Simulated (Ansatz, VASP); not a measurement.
## ScH5: VASP beside Ansatz

INCAR

```
ALGO = Normal
EDIFF = 1E-7
ENCUT = 520
GGA = PE
ISIF = 2
ISMEAR = 0
LASPH = True
LCHARG = False
LREAL = False
LWAVE = False
NBANDS = 17
NELM = 60
PREC = Accurate
SIGMA = 0.1
```

File KPOINTS:

```
k-points
0
Gamma
  6 6 4
```

Contents of POSCAR:

```
ScH5
1.0
    3.6811963700      0.0000000000      0.0000000000
   -1.8405981800      3.1880095700      0.0000000000
    0.0000000000      0.0000000000      4.0811325100
Sc H
1 5
Direct
    0.0000000000      0.0000000000      0.5000000000
    0.3333333300      0.6666666700      0.7388617400
    0.6666666700      0.3333333300      0.7388617400
    0.6666666700      0.3333333300      0.2611382600
    0.3333333300      0.6666666700      0.2611382600
    0.0000000000      0.0000000000      0.0000000000
```

Input for Ansatz:

```yaml
crystal:
  lattice:
    - [3.68119637, 0.0, 0.0]
    - [-1.84059818, 3.18800957, 0.0]
    - [0.0, 0.0, 4.08113251]
  atoms:
    - { symbol: Sc, position: [0.0, 0.0, 0.5] }
    - { symbol: H, position: [0.33333333, 0.66666667, 0.73886174] }
    - { symbol: H, position: [0.66666667, 0.33333333, 0.73886174] }
    - { symbol: H, position: [0.66666667, 0.33333333, 0.26113826] }
    - { symbol: H, position: [0.33333333, 0.66666667, 0.26113826] }
    - { symbol: H, position: [0.0, 0.0, 0.0] }
basis:
  ecutwfc: 420
kpoints:
  mp_grid: { grid: [6, 6, 4] }
hamiltonian:
  xc: pbe
scf:
  occupations: { method: gaussian, width: 0.1 }
  lower_state_search: "off"
output:
  forces: true
  stress: true
  eigenvalues: true
```

Alike in both runs: task single point; functional PBE; k mesh 6 × 6 × 4; occupations gaussian, width 0.1 eV; no spin polarisation.

|  | VASP | Ansatz |
| --- | --- | --- |
| version | VASP 6.6.1 | Ansatz 0.2.0 |
| potentials or method | VASP PAW PBE potentials, release 64 (Sc_sv, H), cutoff 520 eV | scalar-relativistic, plane waves, PAW |
| valence electrons in the cell | 16 | 16 |

```csv
,VASP,Ansatz,Ansatz less VASP
gap on the k mesh at the Fermi level (eV),none,none,-
pressure (GPa),-16.2,-16.1,+0.06
"traceless stress, the component that is largest in VASP (GPa)",6.13,6.08,-0.042
rms of the force components (eV/Å),0.334,0.336,+0.0013
```

Atom by atom the forces differ by 0.001 eV/Å (rms over components). A gap of «none» marks a metal or a gap that the smearing closes.

The k mesh is coarse, so the values compare programs but aren't converged.
